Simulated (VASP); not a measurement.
A run of VASP 6.6.1 is set up as follows.

File INCAR:

```
PREC = Accurate ; ENCUT = 520
EDIFF = 1E-6 ; ISMEAR = 0
SIGMA = 0.1 ; LREAL = False
LASPH = True ; NELM = 80
ALGO = Normal ; ISIF = 2
LWAVE = False ; LCHARG = True
GGA = PS ; LELF = True
LVHAR = True ; NBANDS = 17
```

File KPOINTS:

```
regular mesh
0
Gamma
  10 10 10
```

Contents of POSCAR:

```
PbS
1.0
    3.6873822726      0.0000000000      0.0000000000
    0.0000000000      3.6873822726      0.0000000000
    0.0000000000      0.0000000000      3.5777725026
Pb S
1 1
Direct
    0.0000000000      0.0000000000      0.0000000000
    0.5000000000      0.5000000000      0.5000000000
```

Potentials or basis: VASP PAW PBE potentials, release 64 (Pb_d, S).

Run with:

```bash
$ cat potpaw_PBE.64/Pb_d/POTCAR potpaw_PBE.64/S/POTCAR > POTCAR
$ mpirun -np 1 vasp_std > vasp.out
```

Question: What does it give for the band gap on the k mesh?

Answer: Zero (band 10 reaches 5.98 eV, above the bottom of band 11 at 5.29 eV).

Question: Predict the pressure.

Answer: -3.3 GPa.

Stress tensor (GPa, compression positive):
```
-4.18  0.00  0.00
 0.00 -4.18  0.00
 0.00  0.00 -1.63
```

Caveat: the cell differs from its parent crystal (strained); the PAW data sets were made with another functional, which shifts forces and pressure a little; spin-orbit coupling is left out, which moves the levels of the heavy elements.
